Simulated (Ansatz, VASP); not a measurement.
One calculation of SiC12, two programs

Contents of INCAR:

```
ALGO = Normal
DIPOL = 0.5 0.5 0.308
EDIFF = 1E-6
ENCUT = 520
GGA = PE
IDIPOL = 3
ISIF = 2
ISMEAR = 0
ISPIN = 2
IVDW = 12
KPAR = 4
LASPH = True
LCHARG = True
LDIPOL = True
LORBIT = 11
LREAL = False
LVACPOTAV = True
LVHAR = True
LWAVE = False
MAGMOM = 0 0 0 0 0 0 0 0 0 0 0 0 2
NBANDS = 42
NELM = 150
PREC = Accurate
SIGMA = 0.05
```

The input KPOINTS:

```
k-points
0
Gamma
  6 8 1
```

File POSCAR:

```
SiC12
1.0
    4.9311586499      0.0000000000      0.0000000000
   -1.2327896625      3.3947778379      0.0000000000
    0.0000000000      0.0000000000     22.3359273566
C Si
12 1
Direct
    0.2500000000      0.0000000000      0.1790836770
    0.7500000000      0.0000000000      0.1790836770
    0.0000000000      0.0000000000      0.2109204464
    0.5000000000      0.0000000000      0.2109204464
    0.0000000000      0.0000000000      0.2746309355
    0.5000000000      0.0000000000      0.2746309355
    0.2500000000      0.0000000000      0.3057016522
    0.7500000000      0.0000000000      0.3057016522
    0.2500000000      0.0000000000      0.3723849422
    0.7500000000      0.0000000000      0.3723849422
    0.0000000000      0.0000000000      0.4000696821
    0.5000000000      0.0000000000      0.4000696821
    0.0000000000      0.3750000000      0.5119969802
```

Input for Ansatz:

```yaml
crystal:
  lattice:
    - [4.9311586499, 0.0, 0.0]
    - [-1.2327896625, 3.3947778379, 0.0]
    - [0.0, 0.0, 22.3359273566]
  atoms:
    - { symbol: C, position: [0.25, 0.0, 0.179083677] }
    - { symbol: C, position: [0.75, 0.0, 0.179083677] }
    - { symbol: C, position: [0.0, 0.0, 0.2109204464] }
    - { symbol: C, position: [0.5, 0.0, 0.2109204464] }
    - { symbol: C, position: [0.0, 0.0, 0.2746309355] }
    - { symbol: C, position: [0.5, 0.0, 0.2746309355] }
    - { symbol: C, position: [0.25, 0.0, 0.3057016522] }
    - { symbol: C, position: [0.75, 0.0, 0.3057016522] }
    - { symbol: C, position: [0.25, 0.0, 0.3723849422] }
    - { symbol: C, position: [0.75, 0.0, 0.3723849422] }
    - { symbol: C, position: [0.0, 0.0, 0.4000696821] }
    - { symbol: C, position: [0.5, 0.0, 0.4000696821] }
    - { symbol: Si, position: [0.0, 0.375, 0.5119969802], spin: 2.0 }
basis:
  ecutwfc: 420
kpoints:
  mp_grid: { grid: [6, 8, 1] }
hamiltonian:
  xc: pbe
  pseudopotentials: { kind: paw, azcp: { folder: soft_1 } }
  dispersion: d3bj
scf:
  occupations: { method: gaussian, width: 0.05 }
output:
  forces: true
  eigenvalues: true
  populations: true
magnetization:
  spin_polarized: true
efield:
  axis: 3
  dipole_correction: true
  ramp_width: 0.04
```

Alike in both runs: task single point; functional PBE; dispersion D3(BJ); k mesh 6 × 8 × 1; occupations gaussian, width 0.05 eV; collinear spin.

|  | VASP | Ansatz |
| --- | --- | --- |
| version | VASP 6.6.1 | Ansatz 0.2.0 |
| potentials or method | VASP PAW PBE potentials, release 64 (C, Si), cutoff 520 eV | scalar-relativistic, plane waves, PAW |
| valence electrons in the cell | 52 | 52 |

VASP gave:

```
gap on the k mesh at the Fermi level (eV)                     : none
rms of the force components (eV/Å)                            : 1.232
net moment per atom (μB)                                      : 0.01
size of the moment on the site where the two differ most (μB) : 0.00
work function, face that differs most (eV)                    : 6.77
```

What did Ansatz give for the same quantities?

gap on the k mesh at the Fermi level (eV): none; rms of the force components (eV/Å): 1.227; net moment per atom (μB): 0.04; size of the moment on the site where the two differ most (μB): 0.32; work function, face that differs most (eV): 5.48.

Site moments also hang on the region over which each program counts them. Atom by atom the forces differ by 0.101 eV/Å (rms over components). A gap of «none» marks a metal or a gap that the smearing closes. One of these differences is far larger than is usual between the two programs; its cause wasn't traced.
